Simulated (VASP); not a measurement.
Here is a VASP 6.6.1 calculation.

File POSCAR:

```
BaTiO3
1.0
    3.9998000000      0.0000000000      0.0000000000
    0.0000000000      3.9998000000      0.0000000000
    0.0000000000      0.0000000000      4.0180000000
Ba Ti O
1 1 3
Direct
    0.0000000000      0.0000000000      0.0000000000
    0.5000000000      0.5000000000      0.4900000000
    0.0000000000      0.5000000000      0.5170000000
    0.5000000000      0.0000000000      0.5170000000
    0.5000000000      0.5000000000      0.0190000000
```

The input INCAR.step1:

```
PREC = Accurate
ENCUT = 910
ISMEAR = -1
SIGMA = 0.05
LREAL = F
LASPH = T
NELM = 120
NBANDS = 28
GGA = PE
ALGO = Normal
EDIFF = 1E-5
LWAVE = T
LCHARG = F
GGA_COMPAT = F
```

INCAR.step2

```
PREC = Accurate
ENCUT = 910
EDIFF = 1E-6
ISMEAR = -1
SIGMA = 0.05
LREAL = F
LASPH = T
NELM = 120
ALGO = Normal
ISIF = 2
LWAVE = F
LCHARG = T
METAGGA = R2SCAN
LMIXTAU = T
LELF = T
LVHAR = T
NBANDS = 28
ISTART = 1
GGA_COMPAT = F
```

Contents of KPOINTS:

```
Automatic mesh
0
Gamma
  7 7 7
```

Potentials or basis: VASP PAW PBE potentials, release 64 (Ba_sv, Ti_sv, O_h).

Run with:

```sh
$ cat potpaw_PBE.64/Ba_sv/POTCAR potpaw_PBE.64/Ti_sv/POTCAR potpaw_PBE.64/O_h/POTCAR > POTCAR
$ cp INCAR.step1 INCAR
$ mpirun -np 1 vasp_std > vasp.out
$ cp INCAR.step2 INCAR
$ mpirun -np 1 vasp_std > vasp.out
```

Task: What does it give for the band gap on the k mesh?

Result: 2.27 eV (least direct gap 2.46 eV).

Task: Estimate the largest force.

Result: 0.322 eV/Å.

Task: Estimate the pressure.

Result: 1.0 GPa.

Forces on the atoms (eV/Å):
```
Ba   0.000  0.000  0.088
Ti   0.000  0.000 -0.100
O    0.000  0.000 -0.155
O    0.000  0.000 -0.155
O    0.000  0.000  0.322
```

Caveat: the cutoff is under 1.25 times the usual one of these potentials, so pressure, stress and relaxed cells hold a basis-set (Pulay) error; the PAW data sets were made with another functional, which shifts forces and pressure a little; spin-orbit coupling is left out, which moves the levels of the heavy elements; an odd mesh through Γ misses points on the zone boundary, where band edges can lie.
